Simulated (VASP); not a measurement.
# TaN (Fm-3m) in VASP: further runs, part 2 of 3

VASP 6.6.1. Earlier steps stand in the parts before.

## Step 3: Single point, r2SCAN

This run uses another cell than the first one, of 10.60 Å³/atom, 0.980 times its volume.

The input, POSCAR:

```
TaN
1.0
    0.0000000000      2.1964814589      2.1964814589
    2.1964814589      0.0000000000      2.1964814589
    2.1964814589      2.1964814589      0.0000000000
Ta N
1 1
Direct
    0.5000000000      0.5000000000      0.5000000000
    0.0000000000      0.0000000000      0.0000000000
```

The input, INCAR.step1:

```
SYSTEM = TaN
PREC = Accurate
ENCUT = 520
ISMEAR = -1
SIGMA = 0.05
LREAL = .FALSE.
LASPH = .TRUE.
NELM = 60
NBANDS = 15
GGA = PE
ALGO = Normal
EDIFF = 1E-4
LWAVE = .TRUE.
LCHARG = .FALSE.
```

The input, INCAR.step2:

```
SYSTEM = TaN
PREC = Accurate
ENCUT = 520
EDIFF = 1E-6
ISMEAR = -1
SIGMA = 0.05
LREAL = .FALSE.
LASPH = .TRUE.
NELM = 60
ALGO = Normal
ISIF = 2
LWAVE = .FALSE.
LCHARG = .FALSE.
METAGGA = R2SCAN
LMIXTAU = .TRUE.
NBANDS = 15
ISTART = 1
```

The input, KPOINTS:

```
regular mesh
0
G
  10 10 10
  0 0 0
```

Potentials or basis: VASP PAW PBE potentials, release 64 (Ta_pv, N).

The run is started by

```
cat potpaw_PBE.64/Ta_pv/POTCAR potpaw_PBE.64/N/POTCAR > POTCAR
cp INCAR.step1 INCAR
mpirun -np 1 vasp_std > vasp.out
cp INCAR.step2 INCAR
mpirun -np 1 vasp_std > vasp.out
```

OUTCAR:

```text
SYSTEM = TaN
   PREC = Accurate
   ENCUT = 520
   EDIFF = 1E-6
   ISMEAR = -1
   LREAL = .FALSE.
   LASPH = .TRUE.
   NELM = 60
   ISIF = 2
   METAGGA = R2SCAN
   ISTART = 1

 ion  position               nearest neighbor table
   1  0.500  0.500  0.500-   2 2.20   2 2.20   2 2.20   2 2.20   2 2.20   2 2.20
   2  0.000  0.000  0.000-   1 2.20   1 2.20   1 2.20   1 2.20   1 2.20   1 2.20

  LATTYP: Found a face centered cubic cell.
 ALAT       =     4.3929629178

  Lattice vectors:

 A1 = (   0.0000000000,   2.1964814589,   2.1964814589)
 A2 = (   2.1964814589,   0.0000000000,   2.1964814589)
 A3 = (   2.1964814589,   2.1964814589,   0.0000000000)

Analysis of symmetry for initial positions (statically):
=====================================================================
 Subroutine PRICEL returns:
 Original cell was already a primitive cell.

 Routine SETGRP: Setting up the symmetry group for a
 face centered cubic supercell.

 Subroutine GETGRP returns: Found 48 space group operations
 (whereof 48 operations were pure point group operations)
 out of a pool of 48 trial point group operations.

The static configuration has the point symmetry O_h .

Analysis of symmetry for dynamics (positions and initial velocities):
=====================================================================
 Subroutine PRICEL returns:
 Original cell was already a primitive cell.

 Routine SETGRP: Setting up the symmetry group for a
 face centered cubic supercell.

 Subroutine GETGRP returns: Found 48 space group operations
 (whereof 48 operations were pure point group operations)
 out of a pool of 48 trial point group operations.

The dynamic configuration has the point symmetry O_h .

 Subroutine INISYM returns: Found 48 space group operations
 (whereof 48 operations are pure point group operations),
 and found     1 'primitive' translations

----------------------------------------------------------------------------------------

                                     Primitive cell

  volume of cell :      21.1940

  direct lattice vectors                    reciprocal lattice vectors
     0.000000000  2.196481459  2.196481459    -0.227636795  0.227636795  0.227636795
     2.196481459  0.000000000  2.196481459     0.227636795 -0.227636795  0.227636795
     2.196481459  2.196481459  0.000000000     0.227636795  0.227636795 -0.227636795

  length of vectors
     3.106293869  3.106293869  3.106293869     0.394278495  0.394278495  0.394278495

  position of ions in fractional coordinates (direct lattice)
     0.500000000  0.500000000  0.500000000
     0.000000000  0.000000000  0.000000000

  ion indices of the primitive-cell ions
   primitive index   ion index
                 1           1
                 2           2

----------------------------------------------------------------------------------------

 KPOINTS: regular mesh

Automatic generation of k-mesh.
 Grid dimensions read from file:
 generate k-points for:   10   10   10

 Generating k-lattice:

[... 23 lines left out ...]
  0.500000  0.000000  0.000000      4.000000
[... 16 lines left out ...]
  0.300000  0.300000  0.000000      6.000000
  0.400000  0.300000  0.000000     24.000000
 [... further k-points ...]
   k-points           NKPTS =     47   k-points in BZ     NKDIM =     47   number of bands    NBANDS=     15
   number of dos      NEDOS =    301   number of ions     NIONS =      2
   total plane-waves  NPLWV =  13824
   dimension x,y,z NGX =    24 NGY =   24 NGZ =   24
   dimension x,y,z NGXF=    48 NGYF=   48 NGZF=   48
   ions per type =               1   1
   NGX,Y,Z   is equivalent  to a cutoff of  12.84, 12.84, 12.84 a.u.
   NGXF,Y,Z  is equivalent  to a cutoff of  25.69, 25.69, 25.69 a.u.
 SYSTEM =  TaN
   PREC   = accura    normal or accurate (medium, high low for compatibility)
   ISTART =      1    job   : 0-new  1-cont  2-samecut
   ICHARG =      0    charge: 1-file 2-atom 10-const
   ISPIN  =      1    spin polarized calculation?
   LNONCOLLINEAR =      F non collinear calculations
   LSORBIT =      F    spin-orbit coupling
   LASPH  =      T    aspherical Exc in radial PAW
   ENCUT  =  520.0 eV  38.22 Ry    6.18 a.u.   5.78  5.78  5.78*2*pi/ulx,y,z
   NELM   =     60;   NELMIN=  2; NELMDL=  0     # of ELM steps
   EDIFF  = 0.1E-05   stopping-criterion for ELM
   LREAL  =      F    real-space projection
   EDIFFG = 0.1E-04   stopping-criterion for IOM
   NSW    =      0    number of steps for IOM
   IBRION =     -1    ionic relax: 0-MD 1-quasi-New 2-CG
   NFREE  =      0    steps in history (QN), initial steepest desc. (CG)
   ISIF   =      2    stress and relaxation
   ISYM   =      2    0-nonsym 1-usesym 2-fastsym
   POTIM  = 0.5000    time-step for ionic-motion
   TEBEG  =    0.0;   TEEND  =   0.0 temperature during run
   PSTRESS=    0.0 pullay stress
   NELECT =      16.0000    total number of electrons
   NUPDOWN=      -1.0000    fix difference up-down
   EMIN   =  10.00;   EMAX   =-10.00  energy-range for DOS
   EFERMI =   0.00;   METHOD = LEGACY
   ISMEAR =    -1;   SIGMA  =   0.05  broadening in eV -4-tet -1-fermi 0-gaus
   EFERMI_NEDOS =   21; number of points for ismear=-14 and -15
   IALGO  =     38    algorithm
   IMIX   =      4    mixing-type and parameters
     AMIX     =   0.40;   BMIX     =  1.00
     AMIX_MAG =   1.60;   BMIX_MAG =  1.00
  volume/ion in A,a.u.               =      10.60        71.51
  Fermi-wavevector in a.u.,A,eV,Ry     =   1.490655  2.816930 30.232877  2.222054
  Thomas-Fermi vector in A             =   2.603410
   LORBIT       =      0    0 simple, 1 ext, 2 COOP (PROOUT), +10 PAW based schemes
   METAGGA = R2SCAN    functional components
   LHFCALC =     F    Hartree Fock is set to
   AEXX    =    0.0000 exact exchange contribution
   IVDW    =     0    specifies the selected vdW correction
   LEPSILON=     F    determine dielectric tensor
   LRPA    =     F    only Hartree local field effects (RPA)
 non-spin polarized calculation
  energy-cutoff  :      520.00
  volume of cell :       21.19
 maximum number of plane-waves:       588
   NGX = 11   NGY = 11   NGZ = 11

 number of electron      16.0000002 magnetization

 Free energy of the ion-electron system (eV)
  ---------------------------------------------------
  ext. energy  EPLUGINS =         0.00000000
  ---------------------------------------------------
  free energy    TOTEN  =       -59.63956127 eV

  energy without entropy =      -59.63390414  energy(sigma->0) =      -59.63673271

 E-fermi :   9.6751     XC(G=0): -14.4794

 val. band max:        9.5680290186   @ k =  -0.2000   0.2000   0.0000
 cond. band min:       9.7122978377   @ k =  -0.3000   0.3000   0.1000
 fundamental gap:      0.1442688190
 Fermi energy:         9.6751049541

 k-point     1 :       0.0000    0.0000    0.0000
  band No.  band energies     occupation
      1     -27.5079      2.00000
      2     -27.5079      2.00000
      3     -27.5079      2.00000
      4     -10.3857      2.00000
      5       5.5044      2.00000
      6       5.5044      2.00000
      7       5.5044      2.00000
      8       7.4706      2.00000
      9       7.4706      2.00000
     10       7.4706      2.00000
     11       9.7743      0.24167
     12       9.7743      0.24167
     13      11.4589      0.00000
     14      19.1887      0.00000
[... 401 lines left out ...]
      2     -27.7568      2.00000
      3     -27.7301      2.00000
      4      -8.8359      2.00000
      5       1.2472      2.00000
      6       3.4223      2.00000
      7       4.0723      2.00000
      8       5.5967      2.00000
      9      11.9190      0.00000
     10      12.6227      0.00000
     11      12.7117      0.00000
     12      13.8196      0.00000
     13      18.5811      0.00000
     14      19.1899      0.00000
     15      21.0597      0.00000

 [... further k-points ...]

------------------------ aborting loop because EDIFF is reached ----------------------------------------

  FORCE on cell =-STRESS in cart. coord.  units (eV):
  Direction    XX          YY          ZZ          XY          YZ          ZX
  --------------------------------------------------------------------------------------
  -------------------------------------------------------------------------------------
  Total        0.3507273      0.3507273      0.3507273      0.0000000     -0.0000000      0.0000000
  in kB       26.5135312     26.5135312     26.5135312      0.0000000     -0.0000000      0.0000000
  external PRESSURE =      26.5135312 kB  Pullay stress =       0.0000000 kB

 VOLUME and BASIS-vectors are now :
 -----------------------------------------------------------------------------
  energy-cutoff  :      520.00
  volume of cell :       21.19
      direct lattice vectors                 reciprocal lattice vectors
     0.000000000  2.196481459  2.196481459    -0.227636795  0.227636795  0.227636795
     2.196481459  0.000000000  2.196481459     0.227636795 -0.227636795  0.227636795
     2.196481459  2.196481459  0.000000000     0.227636795  0.227636795 -0.227636795

 POSITION                                       TOTAL-FORCE (eV/Angst)
 -----------------------------------------------------------------------------------
      2.19648      2.19648      2.19648         0.000000      0.000000      0.000000
      0.00000      0.00000      0.00000         0.000000      0.000000      0.000000
 -----------------------------------------------------------------------------------
    total drift:                                0.000000     -0.000000     -0.000000

  FREE ENERGIE OF THE ION-ELECTRON SYSTEM (eV)
  ---------------------------------------------------
  free  energy   TOTEN  =       -59.6395612723 eV

  energy  without entropy=      -59.6339041446  energy(sigma->0) =      -59.63673271
```

OUTCAR.step1:

```text
SYSTEM = TaN
   PREC = Accurate
   ENCUT = 520
   ISMEAR = -1
   LREAL = .FALSE.
   LASPH = .TRUE.
[... 652 lines left out ...]
      2.19648      2.19648      2.19648        -0.000000     -0.000000     -0.000000
      0.00000      0.00000      0.00000         0.000000      0.000000      0.000000
 -----------------------------------------------------------------------------------
    total drift:                                0.000000     -0.000000     -0.000000

  FREE ENERGIE OF THE ION-ELECTRON SYSTEM (eV)
  ---------------------------------------------------
  free  energy   TOTEN  =       -21.8341584596 eV

  energy  without entropy=      -21.8283678956  energy(sigma->0) =      -21.83126318
```

OSZICAR.step1:

```text
N       E                     dE             d eps       ncg     rms          rms(c)
DAV:   1     0.884487490624E+02    0.88449E+02   -0.87305E+03  1410   0.112E+03
DAV:   2    -0.221103842448E+02   -0.11056E+03   -0.10401E+03  1725   0.299E+02
DAV:   3    -0.248503668890E+02   -0.27400E+01   -0.27292E+01  1564   0.442E+01
DAV:   4    -0.248606330896E+02   -0.10266E-01   -0.10264E-01  1837   0.293E+00
DAV:   5    -0.248606976736E+02   -0.64584E-04   -0.64582E-04  1585   0.208E-01    0.243E+01
DAV:   6    -0.219277622544E+02    0.29329E+01   -0.54953E+00  1650   0.263E+01    0.100E+01
DAV:   7    -0.218685230451E+02    0.59239E-01   -0.50876E-01  1585   0.596E+00    0.699E+00
DAV:   8    -0.218403339956E+02    0.28189E-01   -0.13992E-01  1641   0.325E+00    0.172E+00
DAV:   9    -0.218342131860E+02    0.61208E-02   -0.17434E-02  1578   0.107E+00    0.292E-01
DAV:  10    -0.218341829652E+02    0.30221E-04   -0.12462E-03  1641   0.352E-01    0.373E-02
DAV:  11    -0.218341584596E+02    0.24506E-04   -0.41362E-05   999   0.824E-02
   1 F= -.21834158E+02 E0= -.21831263E+02  d E =-.579056E-02
```

It took 24 s on 1 thread of Intel Xeon Platinum 8488C (Sapphire Rapids), shared host; peak memory 0.15 GiB.

What came out:

```yaml
Free_energy: -59.6396 eV
Pressure: 2.7 GPa
Band_gap_on_the_k_mesh: zero (band 8 reaches 11.58 eV, above the bottom of band 9 at 7.47 eV)
```

Levels at points of the mesh, in eV from the Fermi level:
```
           k point  band 4  band 5  band 6  band 7  band 8  band 9  band 10  band 11  band 12  band 13
(0.00, 0.00, 0.00)  -20.06   -4.17   -4.17   -4.17   -2.20   -2.20    -2.20     0.10     0.10     1.78
(0.50, 0.00, 0.00)  -17.03  -10.88   -8.04   -8.04    1.90    1.90     2.05     4.07     7.83     7.83
(0.50, 0.50, 0.00)  -18.83   -7.12   -5.67   -5.03   -5.03    2.19     3.53     3.53     4.72     7.39
```

Caveat: the PAW data sets were made with another functional, which shifts forces and pressure a little; spin-orbit coupling is left out, which moves the levels of the heavy elements.

## Step 4: Single point, r2SCAN

This run uses another cell than the first one, of 11.03 Å³/atom, 1.020 times its volume.

The input, POSCAR:

```
TaN
1.0
    0.0000000000      2.2259679500      2.2259679500
    2.2259679500      0.0000000000      2.2259679500
    2.2259679500      2.2259679500      0.0000000000
Ta N
1 1
Direct
    0.5000000000      0.5000000000      0.5000000000
    0.0000000000      0.0000000000      0.0000000000
```

The input, INCAR.step1:

```
PREC = Accurate
ENCUT = 520
ISMEAR = -1
SIGMA = 0.05
LREAL = F
LASPH = T
NELM = 100
NBANDS = 15
GGA = PE
ALGO = Normal
EDIFF = 1E-4
LWAVE = T
LCHARG = F
```

The input, INCAR.step2:

```
PREC = Accurate
ENCUT = 520
EDIFF = 1E-6
ISMEAR = -1
SIGMA = 0.05
LREAL = F
LASPH = T
NELM = 100
ALGO = Normal
ISIF = 2
LWAVE = F
LCHARG = F
METAGGA = R2SCAN
LMIXTAU = T
NBANDS = 15
ISTART = 1
```

The input, KPOINTS:

```
Automatic mesh
0
Gamma
  10 10 10
```

Potentials or basis: VASP PAW PBE potentials, release 64 (Ta_pv, N).

The run is started by

```
cat potpaw_PBE.64/Ta_pv/POTCAR potpaw_PBE.64/N/POTCAR > POTCAR
cp INCAR.step1 INCAR
mpirun -np 1 vasp_std > vasp.out
cp INCAR.step2 INCAR
mpirun -np 1 vasp_std > vasp.out
```

OUTCAR:

```text
PREC = Accurate
   ENCUT = 520
   EDIFF = 1E-6
   ISMEAR = -1
   LREAL = F
   LASPH = T
   NELM = 100
   ISIF = 2
   METAGGA = R2SCAN
   ISTART = 1

 ion  position               nearest neighbor table
   1  0.500  0.500  0.500-   2 2.23   2 2.23   2 2.23   2 2.23   2 2.23   2 2.23
   2  0.000  0.000  0.000-   1 2.23   1 2.23   1 2.23   1 2.23   1 2.23   1 2.23

  LATTYP: Found a face centered cubic cell.
 ALAT       =     4.4519359000

  Lattice vectors:

 A1 = (   0.0000000000,   2.2259679500,   2.2259679500)
 A2 = (   2.2259679500,   0.0000000000,   2.2259679500)
 A3 = (   2.2259679500,   2.2259679500,   0.0000000000)

Analysis of symmetry for initial positions (statically):
=====================================================================
 Subroutine PRICEL returns:
 Original cell was already a primitive cell.

 Routine SETGRP: Setting up the symmetry group for a
 face centered cubic supercell.

 Subroutine GETGRP returns: Found 48 space group operations
 (whereof 48 operations were pure point group operations)
 out of a pool of 48 trial point group operations.

The static configuration has the point symmetry O_h .

Analysis of symmetry for dynamics (positions and initial velocities):
=====================================================================
 Subroutine PRICEL returns:
 Original cell was already a primitive cell.

 Routine SETGRP: Setting up the symmetry group for a
 face centered cubic supercell.

 Subroutine GETGRP returns: Found 48 space group operations
 (whereof 48 operations were pure point group operations)
 out of a pool of 48 trial point group operations.

The dynamic configuration has the point symmetry O_h .

 Subroutine INISYM returns: Found 48 space group operations
 (whereof 48 operations are pure point group operations),
 and found     1 'primitive' translations

----------------------------------------------------------------------------------------

                                     Primitive cell

  volume of cell :      22.0590
[... 118 lines left out ...]
   LEPSILON=     F    determine dielectric tensor
   LRPA    =     F    only Hartree local field effects (RPA)
 non-spin polarized calculation
  energy-cutoff  :      520.00
  volume of cell :       22.06
 maximum number of plane-waves:       609
   NGX = 11   NGY = 11   NGZ = 11

 number of electron      16.0000002 magnetization

 Free energy of the ion-electron system (eV)
  ---------------------------------------------------
  ext. energy  EPLUGINS =         0.00000000
  ---------------------------------------------------
  free energy    TOTEN  =       -59.61751895 eV

  energy without entropy =      -59.61149944  energy(sigma->0) =      -59.61450920

 E-fermi :   9.2225     XC(G=0): -14.2244

 val. band max:        9.1276642499   @ k =  -0.2000   0.2000   0.0000
 cond. band min:       9.2592325395   @ k =  -0.3000   0.3000   0.1000
 fundamental gap:      0.1315682895
 Fermi energy:         9.2225207821

 k-point     1 :       0.0000    0.0000    0.0000
  band No.  band energies     occupation
      1     -28.0368      2.00000
      2     -28.0368      2.00000
      3     -28.0368      2.00000
      4     -10.4981      2.00000
      5       5.1745      2.00000
      6       5.1745      2.00000
      7       5.1746      2.00000
      8       7.1288      2.00000
      9       7.1288      2.00000
     10       7.1288      2.00000
     11       9.3185      0.25600
     12       9.3185      0.25600
     13      10.6629      0.00000
     14      18.6376      0.00000
[... 401 lines left out ...]
      2     -28.2517      2.00000
      3     -28.2289      2.00000
      4      -9.0181      2.00000
      5       1.0058      2.00000
      6       3.1702      2.00000
      7       3.7719      2.00000
      8       5.3214      2.00000
      9      11.3397      0.00000
     10      11.9849      0.00000
     11      12.0722      0.00000
     12      13.0151      0.00000
     13      17.6977      0.00000
     14      18.6362      0.00000
     15      20.1382      0.00000

 [... further k-points ...]

------------------------ aborting loop because EDIFF is reached ----------------------------------------

  FORCE on cell =-STRESS in cart. coord.  units (eV):
  Direction    XX          YY          ZZ          XY          YZ          ZX
  --------------------------------------------------------------------------------------
  -------------------------------------------------------------------------------------
  Total       -1.4619742     -1.4619742     -1.4619742      0.0000000      0.0000000      0.0000000
  in kB     -106.1850972   -106.1850972   -106.1850972      0.0000000      0.0000000      0.0000000
  external PRESSURE =    -106.1850972 kB  Pullay stress =       0.0000000 kB

 VOLUME and BASIS-vectors are now :
 -----------------------------------------------------------------------------
  energy-cutoff  :      520.00
  volume of cell :       22.06
      direct lattice vectors                 reciprocal lattice vectors
     0.000000000  2.225967950  2.225967950    -0.224621383  0.224621383  0.224621383
     2.225967950  0.000000000  2.225967950     0.224621383 -0.224621383  0.224621383
     2.225967950  2.225967950  0.000000000     0.224621383  0.224621383 -0.224621383

 POSITION                                       TOTAL-FORCE (eV/Angst)
 -----------------------------------------------------------------------------------
      2.22597      2.22597      2.22597         0.000000      0.000000      0.000000
      0.00000      0.00000      0.00000        -0.000000     -0.000000     -0.000000
 -----------------------------------------------------------------------------------
    total drift:                                0.000000     -0.000000     -0.000000

  FREE ENERGIE OF THE ION-ELECTRON SYSTEM (eV)
  ---------------------------------------------------
  free  energy   TOTEN  =       -59.6175189523 eV

  energy  without entropy=      -59.6114994434  energy(sigma->0) =      -59.61450920
```

OUTCAR.step1:

```text
PREC = Accurate
   ENCUT = 520
   ISMEAR = -1
   LREAL = F
   LASPH = T
   NELM = 100
[... 650 lines left out ...]
 -----------------------------------------------------------------------------------
      2.22597      2.22597      2.22597        -0.000000     -0.000000     -0.000000
      0.00000      0.00000      0.00000         0.000000      0.000000      0.000000
 -----------------------------------------------------------------------------------
    total drift:                                0.000000     -0.000000     -0.000000

  FREE ENERGIE OF THE ION-ELECTRON SYSTEM (eV)
  ---------------------------------------------------
  free  energy   TOTEN  =       -21.8324209490 eV

  energy  without entropy=      -21.8262854031  energy(sigma->0) =      -21.82935318
```

Wall time 29 s (1 thread of Intel Xeon Platinum 8488C (Sapphire Rapids), shared host); peak memory 0.15 GiB.

Results:

- Free energy: -59.6175 eV
- Pressure: -10.6 GPa
- Band gap on the k mesh: zero (band 8 reaches 11.00 eV, above the bottom of band 9 at 7.13 eV)

Caveat: the PAW data sets were made with another functional, which shifts forces and pressure a little; spin-orbit coupling is left out, which moves the levels of the heavy elements.

(Part 2 of 3 ends here.)
